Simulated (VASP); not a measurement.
Wanted: the native input for a VASP 6.6.1 run.

| Quantity | Value |
| --- | --- |
| Task | single point |
| Functional | PBE |
| Potentials or basis | VASP PAW PBE potentials, release 64 (Ga_d, N) |
| Cutoff | 520 eV |
| k mesh | 12 × 12 × 8 |
| Occupations | gaussian, width 0.05 eV |
| Spin | no spin polarisation |
| Dipole correction | no |
| Further INCAR settings | ALGO = Normal; EDIFF = 1e-07; NBANDS = 26 |

The structure of GaN lies in POSCAR:

```
GaN
1.0
    3.2183754013      0.0000000001      0.0000000000
   -1.6091877007      2.7871948564      0.0000000000
    0.0000000000      0.0000000000      5.2431616843
Ga N
2 2
Direct
    0.3333333333      0.6666666667     -0.0008648221
    0.6666666667      0.3333333333      0.4991351779
    0.3333333333      0.6666666667      0.3758648221
    0.6666666667      0.3333333333      0.8758648221
```

One way to write it, as run:

INCAR

```
SYSTEM = GaN
PREC = Accurate
ENCUT = 520
EDIFF = 1E-7
ISMEAR = 0
SIGMA = 0.05
LREAL = .False.
LASPH = .True.
NELM = 80
ALGO = Normal
ISIF = 2
LWAVE = .False.
LCHARG = .True.
GGA = PE
LELF = .True.
LVHAR = .True.
NBANDS = 26
```

KPOINTS

```
Automatic mesh
0
Gamma
  12 12 8
  0 0 0
```

Potentials or basis: VASP PAW PBE potentials, release 64 (Ga_d, N).

Command:

```console
$ cat potpaw_PBE.64/Ga_d/POTCAR potpaw_PBE.64/N/POTCAR > POTCAR
$ mpirun -np 1 vasp_std > vasp.out
```

It gave:

```json
{
  "Pressure": "0.1 GPa",
  "Band gap on the k mesh": "1.72 eV, direct"
}
```

Wall time 38 s on 1 thread of Intel(R) Xeon(R) 6975P-C (Granite Rapids), with other jobs on the host, peak memory 0.22 GiB.
